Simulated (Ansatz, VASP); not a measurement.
# Two plane-wave programs on MoSe

```xyz
2
Lattice="0.0000 2.5401 2.5401 2.5401 0.0000 2.5401 2.5401 2.5401 0.0000" Properties=species:S:1:pos:R:3 pbc="T T T"
Mo    0.0000    0.0000    0.0000
Se    2.5401    2.5401    2.5401
```

Alike in both runs: task single point; functional PBEsol; k mesh 14 × 14 × 14; occupations gaussian, width 0.1 eV; collinear spin.

```csv
,VASP,Ansatz
version,VASP 6.6.1,Ansatz 0.2.0
potentials or method,"VASP PAW PBE potentials, release 64 (Mo_sv, Se), cutoff 520 eV","scalar-relativistic, plane waves, PAW"
valence electrons in the cell,20,30
```

```csv
,VASP,Ansatz,Ansatz less VASP
gap on the k mesh at the Fermi level (eV),none,none,-
pressure (GPa),7.6,7.1,-0.47
net moment per atom (μB),0.00,0.00,0.000
```

VASP's potentials were made for PBE, not for PBEsol. A gap of «none» marks a metal or a gap that the smearing closes. The functional is the same, so the differences come from potentials, cutoffs and numerics. VASP's potentials hold 20 valence electrons a cell and Ansatz's 30, so a difference there can come from the potentials and not from the codes. Ansatz's warnings: seeded moment not kept.
